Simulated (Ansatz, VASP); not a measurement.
TiC: VASP beside Ansatz

The input INCAR:

```
  ALGO = Normal
  EDIFF = 1E-6
  EDIFFG = -0.01
  ENCUT = 600
  GGA = PE
  IBRION = 2
  ISIF = 3
  ISMEAR = 0
  LASPH = True
  LCHARG = False
  LREAL = False
  LWAVE = False
  NELM = 80
  NSW = 100
  PREC = Accurate
  SIGMA = 0.1
```

KPOINTS

```
k-points
0
Gamma
  22 22 22
```

The input POSCAR:

```
TiC
1.0
    0.0000000000      2.1660045940      2.1660045940
    2.1660045940      0.0000000000      2.1660045940
    2.1660045940      2.1660045940      0.0000000000
Ti C
1 1
Direct
    0.5000000000      0.5000000000      0.5000000000
    0.0000000000      0.0000000000      0.0000000000
```

Input for Ansatz:

```yaml
crystal:
  lattice:
    - [0.0, 2.166004594, 2.166004594]
    - [2.166004594, 0.0, 2.166004594]
    - [2.166004594, 2.166004594, 0.0]
  atoms:
    - { symbol: Ti, position: [0.5, 0.5, 0.5] }
    - { symbol: C, position: [0.0, 0.0, 0.0] }
basis:
  ecutwfc: 420
kpoints:
  mp_grid: { grid: [22, 22, 22] }
hamiltonian:
  xc: pbe
scf:
  occupations: { method: gaussian, width: 0.1 }
output:
  forces: true
  stress: true
  eigenvalues: true
relax:
  adjacent_minimum: "off"
  f_tol: 0.01
  max_steps: 80
  cell: { stress_tol: 0.05 }
```

Change from the starting cell: the structure that the rattled cell fell into.

Alike in both runs: task relaxation of cell and atoms; functional PBE; k mesh 22 × 22 × 22; occupations gaussian, width 0.1 eV; no spin polarisation.

|  | VASP | Ansatz |
| --- | --- | --- |
| version | VASP 6.6.1 | Ansatz 0.2.0 |
| potentials or method | VASP PAW PBE potentials, release 64 (Ti_sv, C), cutoff 600 eV | scalar-relativistic, plane waves, PAW |
| valence electrons in the cell | 16 | 16 |

```csv
,VASP,Ansatz,Ansatz less VASP
"gap on the k mesh at the Fermi level, each at its own relaxed structure (eV)",none,none,-
relaxed volume (Å³/atom),10.17,10.17,-0.005
relaxed cell length with the largest relative difference (Å),3.064,3.064,-0.0005
```

A gap of «none» marks a metal or a gap that the smearing closes.
